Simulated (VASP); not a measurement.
A run of VASP 6.6.1 is set up as follows.

The input INCAR:

```
ALGO = Normal
EDIFF = 1E-6
ENCUT = 520
GGA = PE
ISIF = 2
ISMEAR = 0
LASPH = True
LCHARG = True
LELF = True
LREAL = False
LVHAR = True
LWAVE = False
NBANDS = 35
NELM = 60
PREC = Accurate
SIGMA = 0.02
```

File KPOINTS:

```
k-points
0
Gamma
  9 9 2
```

File POSCAR:

```
WSe2
1.0
    3.3367318541      0.0663570654      0.0182813715
   -1.6108990227      2.8879216818     -0.0073017448
    0.1326175412      0.0154038523     24.4673346343
W Se
2 4
Direct
    0.7462854926      0.3973527901      0.1380649341
    0.2985090827      0.5859628241      0.8641076133
    0.3913172743      0.6882060207      0.2133736389
    0.6414821353      0.2827894588      0.9303001164
    0.2674078348      0.7193265417      0.0747222117
    0.6549999204      0.3263658447      0.7794314855
```

Potentials or basis: VASP PAW PBE potentials, release 64 (W_sv, Se).

Launch:

```console
$ cat potpaw_PBE.64/W_sv/POTCAR potpaw_PBE.64/Se/POTCAR > POTCAR
$ mpirun -np 1 vasp_std > vasp.out
```

Task: Estimate the band gap on the k mesh.

Result: 0.53 eV (least direct gap 0.94 eV).

Task: Estimate the largest force.

Result: 8.115 eV/Å.

Forces on the atoms (eV/Å):
```
W   -4.690 -2.682  6.055
W   -0.371  1.512 -3.753
Se  -0.206  0.400 -1.667
Se   0.199 -0.860  0.318
Se   4.896  2.262 -4.338
Se   0.173 -0.632  3.385
```

Caveat: the cell differs from its parent crystal (atoms moved at random and the cell strained at random); there is no dipole correction, which matters where the two faces differ; spin-orbit coupling is left out, which moves the levels of the heavy elements.
